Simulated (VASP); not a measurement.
# AlRu in VASP: a series of runs, part 2 of 2

VASP 6.6.1. The steps go on from the part before.

## Step 5: Relaxation of cell and atoms, PBE, target pressure 2 GPa, at which the enthalpy is minimised

This run uses another cell than the first one, of 13.39 Å³/atom, 1.033 times its volume.

INCAR reads:

```
SYSTEM = AlRu
  PREC = Accurate
  ENCUT = 600
  EDIFF = 1E-6
  ISMEAR = -1
  SIGMA = 0.05
  LREAL = .False.
  LASPH = .True.
  NELM = 100
  ALGO = Normal
  ISIF = 3
  LWAVE = .False.
  LCHARG = .False.
  GGA = PE
  IBRION = 2
  NSW = 60
  EDIFFG = -0.01
  PSTRESS = 20.0
```

KPOINTS reads:

```
Automatic mesh
0
Gamma
  9 9 9
  0 0 0
```

POSCAR reads:

```
AlRu
1.0
    2.9916000000      0.0000000000      0.0000000000
    0.0000000000      2.9916000000      0.0000000000
    0.0000000000      0.0000000000      2.9916000000
Ru Al
1 1
Direct
    0.5000000000      0.5000000000      0.5000000000
    0.0000000000      0.0000000000      0.0000000000
```

Potentials or basis: VASP PAW PBE potentials, release 64 (Ru_pv, Al).

Run with:

```
cat potpaw_PBE.64/Ru_pv/POTCAR potpaw_PBE.64/Al/POTCAR > POTCAR
mpirun -np 1 vasp_std > vasp.out
```

OUTCAR:

```text
SYSTEM = AlRu
   PREC = Accurate
   ENCUT = 600
   EDIFF = 1E-6
   ISMEAR = -1
   LREAL = .False.
   LASPH = .True.
   NELM = 100
   ISIF = 3
   GGA = PE
   IBRION = 2
   NSW = 60
   EDIFFG = -0.01
   PSTRESS = 20.0

 ion  position               nearest neighbor table
   1  0.500  0.500  0.500-   2 2.59   2 2.59   2 2.59   2 2.59   2 2.59   2 2.59   2 2.59   2 2.59

   2  0.000  0.000  0.000-   1 2.59   1 2.59   1 2.59   1 2.59   1 2.59   1 2.59   1 2.59   1 2.59

  LATTYP: Found a simple cubic cell.
 ALAT       =     2.9916000000

  Lattice vectors:

 A1 = (   2.9916000000,   0.0000000000,   0.0000000000)
 A2 = (   0.0000000000,   2.9916000000,   0.0000000000)
 A3 = (   0.0000000000,   0.0000000000,   2.9916000000)

Analysis of symmetry for initial positions (statically):
=====================================================================
 Subroutine PRICEL returns:
 Original cell was already a primitive cell.

 Routine SETGRP: Setting up the symmetry group for a
 simple cubic supercell.

 Subroutine GETGRP returns: Found 48 space group operations
[... 9 lines left out ...]

 Routine SETGRP: Setting up the symmetry group for a
 simple cubic supercell.

 Subroutine GETGRP returns: Found 48 space group operations
[... 11 lines left out ...]
                                     Primitive cell

  volume of cell :      26.7738

  direct lattice vectors                    reciprocal lattice vectors
     2.991600000  0.000000000  0.000000000     0.334269287  0.000000000  0.000000000
     0.000000000  2.991600000  0.000000000     0.000000000  0.334269287  0.000000000
     0.000000000  0.000000000  2.991600000     0.000000000  0.000000000  0.334269287

  length of vectors
     2.991600000  2.991600000  2.991600000     0.334269287  0.334269287  0.334269287

  position of ions in fractional coordinates (direct lattice)
     0.500000000  0.500000000  0.500000000
     0.000000000  0.000000000  0.000000000

  ion indices of the primitive-cell ions
   primitive index   ion index
                 1           1
                 2           2

[... 102 lines left out ...]
 conjugate gradient relaxation of ions
 non-spin polarized calculation
  energy-cutoff  :      600.00
  volume of cell :       26.77
 maximum number of plane-waves:       922
 NGX is ok and might be reduce to    24
   NGX = 11   NGY = 11   NGZ = 11

--------------------------------------- Ionic step        1  -------------------------------------------

 number of electron      16.9999995 magnetization

 Free energy of the ion-electron system (eV)
  ---------------------------------------------------
  ext. energy  EPLUGINS =         0.00000000
  ---------------------------------------------------
  free energy    TOTEN  =       -14.26031438 eV

  energy without entropy =      -14.24491052  energy(sigma->0) =      -14.25261245

------------------------ aborting loop because EDIFF is reached ----------------------------------------

  FORCE on cell =-STRESS in cart. coord.  units (eV):
  Direction    XX          YY          ZZ          XY          YZ          ZX
  --------------------------------------------------------------------------------------
  -------------------------------------------------------------------------------------
  Total        0.4166697      0.4166697      0.4166697      0.0000000      0.0000000      0.0000000
  in kB       24.9340005     24.9340005     24.9340005      0.0000000      0.0000000      0.0000000
  external PRESSURE =       4.9340005 kB  Pullay stress =      20.0000000 kB
[... 63 lines left out ...]
--------------------------------------- Ionic step        3  -------------------------------------------

 number of electron      16.9999995 magnetization

 Free energy of the ion-electron system (eV)
  ---------------------------------------------------
  ext. energy  EPLUGINS =         0.00000000
  ---------------------------------------------------
  free energy    TOTEN  =       -14.26110209 eV

  energy without entropy =      -14.24565360  energy(sigma->0) =      -14.25337785

 E-fermi :  10.6048     XC(G=0): -12.5578

 val. band max:       10.6044708291   @ k =   0.4444   0.1111   0.1111
 cond. band min:      10.6719116397   @ k =   0.1111   0.1111   0.0000
 fundamental gap:      0.0674408106
 Fermi energy:        10.6048440687

 k-point     1 :       0.0000    0.0000    0.0000
  band No.  band energies     occupation
      1     -31.1073      2.00000
      2     -31.1073      2.00000
      3     -31.1073      2.00000
      4       1.0250      2.00000
      5       7.1254      2.00000
      6       7.1254      2.00000
      7      10.8429      0.01696
      8      10.8429      0.01696
      9      10.8429      0.01696
     10      16.7538      0.00000
     11      16.7538      0.00000
     12      16.7538      0.00000
[... 331 lines left out ...]
 k-point    24 :       0.4444    0.3333    0.1111
  band No.  band energies     occupation
      1     -31.2858      2.00000
      2     -31.2371      2.00000
      3     -31.0998      2.00000
      4       4.8572      2.00000
      5       6.9325      2.00000
      6       8.1708      2.00000
      7       8.7798      2.00000
      8       9.9571      2.00000
      9      10.3803      1.97781
     10      12.9024      0.00000
     11      16.7392      0.00000
     12      17.8605      0.00000

 [... further k-points ...]
[... 5 lines left out ...]
  --------------------------------------------------------------------------------------
  -------------------------------------------------------------------------------------
  Total        0.3395430      0.3395430      0.3395430     -0.0000000     -0.0000000      0.0000000
  in kB       20.2760682     20.2760682     20.2760682     -0.0000000     -0.0000000      0.0000000
  external PRESSURE =       0.2760682 kB  Pullay stress =      20.0000000 kB
[... 21 lines left out ...]
  energy  without entropy=      -14.2456536036  energy(sigma->0) =      -14.25337785

  enthalpy is  TOTEN    =       -13.9261820907 eV   P V=        0.3349199965

 reached required accuracy - stopping structural energy minimisation
```

OSZICAR:

```text
N       E                     dE             d eps       ncg     rms          rms(c)
DAV:   1     0.127180762424E+03    0.12718E+03   -0.10399E+04   840   0.149E+03
DAV:   2    -0.124794309584E+02   -0.13966E+03   -0.13399E+03   884   0.372E+02
DAV:   3    -0.149356434058E+02   -0.24562E+01   -0.24087E+01   984   0.512E+01
[... 21 lines left out ...]
DAV:   3    -0.142610965964E+02    0.78658E-03   -0.25211E-03   872   0.593E-01    0.528E-02
DAV:   4    -0.142610985794E+02   -0.19830E-05   -0.15820E-04   868   0.961E-02    0.125E-02
DAV:   5    -0.142611007773E+02   -0.21979E-05   -0.30352E-06   940   0.172E-02    0.875E-03
DAV:   6    -0.142611020586E+02   -0.12813E-05   -0.11809E-06   580   0.113E-02    0.707E-04
DAV:   7    -0.142611020871E+02   -0.28492E-07   -0.52796E-08   420   0.260E-03
   3 F= -.13926182E+02 E0= -.13918458E+02  d E =-.858235E-04
```

Wall time 11 s (1 thread of Intel Xeon Platinum 8488C (Sapphire Rapids), shared host); peak memory 0.15 GiB.

Results:

```
Free energy                                            : -14.2611 eV
Relaxed volume                                         : 13.42 Å³/atom
Relaxed cell                                           : a = 2.994 Å, b = 2.994 Å, c = 2.994 Å, α = 90.00°, β = 90.00°, γ = 90.00°
Space group after relaxing (to 0.05 Å)                 : Pm-3m (No. 221)
Energy change on relaxing (the enthalpy is what falls) : -0.4 meV/atom
Ionic steps                                            : 3
Pressure after relaxing                                : 2.0 GPa
```

Step by step:
```tsv
step	energy change (eV)	largest force (eV/Å)	pressure (GPa)	volume (Å³)
1	0.0000	0.0000	2.49	26.77
2	-0.0018	0.0000	1.26	26.93
3	-0.0008	0.0000	2.03	26.83
```

Final structure:
```
Ru Al
1.0
     2.99369    0.00000    0.00000
     0.00000    2.99369    0.00000
     0.00000    0.00000    2.99369
Ru Al
1 1
Direct
  0.50000 0.50000 0.50000
  0.00000 0.00000 0.00000
```

Caveat: the cell is relaxed towards a set pressure, so the enthalpy falls and the energy may rise.

## Step 6: Relaxation of cell and atoms, PBE, target pressure 5 GPa, at which the enthalpy is minimised

This run uses another cell than the first one, of 13.39 Å³/atom, 1.033 times its volume.

INCAR reads:

```
  ALGO = Fast
  EDIFF = 1E-7
  EDIFFG = -0.01
  ENCUT = 600
  GGA = PE
  IBRION = 2
  ISIF = 3
  ISMEAR = -1
  LASPH = T
  LCHARG = F
  LREAL = F
  LWAVE = F
  NELM = 60
  NSW = 60
  PREC = Accurate
  PSTRESS = 50.0
  SIGMA = 0.05
```

KPOINTS reads:

```
k-points
0
Gamma
  9 9 9
```

POSCAR is that of step 5.

Potentials or basis: VASP PAW PBE potentials, release 64 (Ru_pv, Al).

Run with:

```
cat potpaw_PBE.64/Ru_pv/POTCAR potpaw_PBE.64/Al/POTCAR > POTCAR
mpirun -np 1 vasp_std > vasp.out
```

OUTCAR:

```text
EDIFF = 1E-7
   EDIFFG = -0.01
   ENCUT = 600
   GGA = PE
   IBRION = 2
   ISIF = 3
   ISMEAR = -1
   LASPH = T
   LREAL = F
   NELM = 60
   NSW = 60
   PREC = Accurate
   PSTRESS = 50.0

 ion  position               nearest neighbor table
   1  0.500  0.500  0.500-   2 2.59   2 2.59   2 2.59   2 2.59   2 2.59   2 2.59   2 2.59   2 2.59

   2  0.000  0.000  0.000-   1 2.59   1 2.59   1 2.59   1 2.59   1 2.59   1 2.59   1 2.59   1 2.59

  LATTYP: Found a simple cubic cell.
 ALAT       =     2.9916000000

  Lattice vectors:

 A1 = (   2.9916000000,   0.0000000000,   0.0000000000)
 A2 = (   0.0000000000,   2.9916000000,   0.0000000000)
 A3 = (   0.0000000000,   0.0000000000,   2.9916000000)

Analysis of symmetry for initial positions (statically):
[... 262 lines left out ...]

 val. band max:       10.7945913832   @ k =   0.4444   0.1111   0.1111
 cond. band min:      10.8638969418   @ k =   0.1111   0.1111   0.0000
 fundamental gap:      0.0693055586
 Fermi energy:        10.7953609580

 k-point     1 :       0.0000    0.0000    0.0000
  band No.  band energies     occupation
      1     -30.9192      2.00000
      2     -30.9192      2.00000
      3     -30.9192      2.00000
      4       1.1374      2.00000
      5       7.2433      2.00000
      6       7.2433      2.00000
      7      11.0392      0.01514
      8      11.0392      0.01514
      9      11.0392      0.01514
     10      17.0118      0.00000
     11      17.0118      0.00000
     12      17.0118      0.00000
[... 331 lines left out ...]
 k-point    24 :       0.4444    0.3333    0.1111
  band No.  band energies     occupation
      1     -31.1069      2.00000
      2     -31.0556      2.00000
      3     -30.9112      2.00000
      4       4.9866      2.00000
      5       7.0744      2.00000
      6       8.3228      2.00000
      7       8.9352      2.00000
      8      10.1337      2.00000
      9      10.5691      1.97859
     10      13.1389      0.00000
     11      17.0329      0.00000
     12      18.1581      0.00000

 [... further k-points ...]
[... 5 lines left out ...]
  --------------------------------------------------------------------------------------
  -------------------------------------------------------------------------------------
  Total        0.8203729      0.8203729      0.8203729      0.0000000      0.0000000      0.0000000
  in kB       49.6561447     49.6561447     49.6561447      0.0000000      0.0000000      0.0000000
  external PRESSURE =      -0.3438553 kB  Pullay stress =      50.0000000 kB
[... 21 lines left out ...]
  energy  without entropy=      -14.2380888378  energy(sigma->0) =      -14.24566975

  enthalpy is  TOTEN    =       -13.4271968547 eV   P V=        0.8260538000

 reached required accuracy - stopping structural energy minimisation
```

CONTCAR:

```text
AlRu
   1.00000000000000
     2.9802290048571329    0.0000000000000000    0.0000000000000000
     0.0000000000000000    2.9802290048571329    0.0000000000000000
    -0.0000000000000000   -0.0000000000000000    2.9802290048571329
  Ru              Al
     1     1
Direct
     0.5000000000000000    0.5000000000000000    0.5000000000000000
     0.0000000000000000    0.0000000000000000    0.0000000000000000

  0.00000000E+00  0.00000000E+00  0.00000000E+00
  0.00000000E+00  0.00000000E+00  0.00000000E+00
```

Wall time 18 s (1 thread of Intel Xeon Platinum 8488C (Sapphire Rapids), shared host); peak memory 0.15 GiB.

What came out:

```
Free energy                                            : -14.2533 eV
Relaxed volume                                         : 13.23 Å³/atom
Relaxed cell                                           : a = 2.980 Å, b = 2.980 Å, c = 2.980 Å, α = 90.00°, β = 90.00°, γ = 90.00°
Space group after relaxing (to 0.05 Å)                 : Pm-3m (No. 221)
Energy change on relaxing (the enthalpy is what falls) : +3.5 meV/atom
Ionic steps                                            : 3
Pressure after relaxing                                : 5.0 GPa
```

Step by step:
```tsv
step	energy change (eV)	largest force (eV/Å)	pressure (GPa)	volume (Å³)
1	0.0000	0.0000	2.52	26.77
2	0.0291	0.0000	9.44	25.98
3	0.0071	0.0000	4.97	26.47
```

Final structure:
```xyz
2
Lattice="2.9802 0.0000 0.0000 0.0000 2.9802 0.0000 0.0000 0.0000 2.9802" Properties=species:S:1:pos:R:3 pbc="T T T"
Ru    1.4901    1.4901    1.4901
Al    0.0000    0.0000    0.0000
```

Caveat: the cell is relaxed towards a set pressure, so the enthalpy falls and the energy may rise.

## Step 7: Summary

| task | cell | k mesh | cutoff (eV) | gap on the mesh (eV) | pressure (GPa) |
| --- | --- | --- | --- | --- | --- |
| single point | a = 2.960 Å, 2 atoms | 9 × 9 × 9 | 520 | none | 10.0 |
| single point | a = 2.992 Å, angles 90.0, 90.0, 88.9°, 2 atoms | 8 × 8 × 8 | 520 | none | 3.0 |
| single point | a = 2.992 Å, angles 90.0, 90.0, 87.7°, 2 atoms | 8 × 8 × 8 | 520 | none | 3.2 |
| relaxation of cell and atoms | relaxed to 2 GPa from a = 2.992 Å, 2 atoms | 9 × 9 × 9 | 600 | none | 2.0 |
| relaxation of cell and atoms | relaxed to 5 GPa from a = 2.992 Å, 2 atoms | 9 × 9 × 9 | 600 | none | 5.0 |

Alike in all rows: level PBE; potentials or basis VASP PAW PBE potentials, release 64 (Ru_pv, Al); no spin polarisation; smearing fermi-dirac 0.05 eV.

Caveats: the cell is relaxed towards a set pressure, so the enthalpy falls and the energy may rise (some runs).

Total energies depend on the potentials used, so only differences within one code and one set of settings carry meaning.
